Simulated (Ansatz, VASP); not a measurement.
**Pt in VASP and in Ansatz**

Contents of POSCAR:

```
Pt
1.0
   -1.5694863909      1.5537915270      1.5694863909
    1.5694863909     -1.5537915270      1.5694863909
    1.5694863909      1.5537915270     -1.5694863909
Pt
1
Direct
    0.0000000000      0.0000000000      0.0000000000
```

Contents of INCAR.step1:

```
PREC = Accurate
ENCUT = 520
ISMEAR = 0
SIGMA = 0.15
LREAL = False
LASPH = True
NELM = 100
NBANDS = 11
GGA = PE
ALGO = Normal
EDIFF = 1E-4
LWAVE = True
LCHARG = False
```

Contents of INCAR.step2:

```
PREC = Accurate
ENCUT = 520
EDIFF = 1E-7
ISMEAR = 0
SIGMA = 0.15
LREAL = False
LASPH = True
NELM = 100
ALGO = Normal
ISIF = 2
LWAVE = False
LCHARG = False
METAGGA = R2SCAN
LMIXTAU = True
NBANDS = 11
ISTART = 1
```

KPOINTS

```
regular mesh
0
Gamma
  26 26 26
```

Input for Ansatz:

```yaml
crystal:
  lattice:
    - [-1.5694863909, 1.553791527, 1.5694863909]
    - [1.5694863909, -1.553791527, 1.5694863909]
    - [1.5694863909, 1.553791527, -1.5694863909]
  atoms:
    - { symbol: Pt, position: [0.0, 0.0, 0.0] }
basis:
  ecutwfc: 500
kpoints:
  mp_grid: { grid: [26, 26, 26] }
hamiltonian:
  xc: r2scan
scf:
  occupations: { method: gaussian, width: 0.15 }
output:
  forces: true
  stress: true
  eigenvalues: true
```

Change from the starting cell: strain -0.0100 x Voigt [0, 1, 0, 0, 0, 0], atoms carried along.

Alike in both runs: task single point; functional r2SCAN; k mesh 26 × 26 × 26; occupations gaussian, width 0.15 eV; no spin polarisation.

|  | VASP | Ansatz |
| --- | --- | --- |
| version | VASP 6.6.1 | Ansatz 0.2.0 |
| potentials or method | VASP PAW PBE potentials, release 64 (Pt), cutoff 520 eV | scalar-relativistic, plane waves, PAW |
| valence electrons in the cell | 10 | 18 |

```tsv
	VASP	Ansatz	Ansatz less VASP
gap on the k mesh at the Fermi level (eV)	none	none	-
pressure (GPa)	3.5	2.8	-0.69
traceless stress, the component that is largest in VASP (GPa)	-0.64	-0.64	+0.006
```

VASP's potentials were made for PBE, not for r2SCAN. A gap of «none» marks a metal or a gap that the smearing closes. With one functional, cell and mesh, what is left measures potentials, basis and numerics. VASP's potentials hold 10 valence electrons a cell and Ansatz's 18, so a difference there can come from the potentials and not from the codes.

Spin-orbit coupling is off throughout.
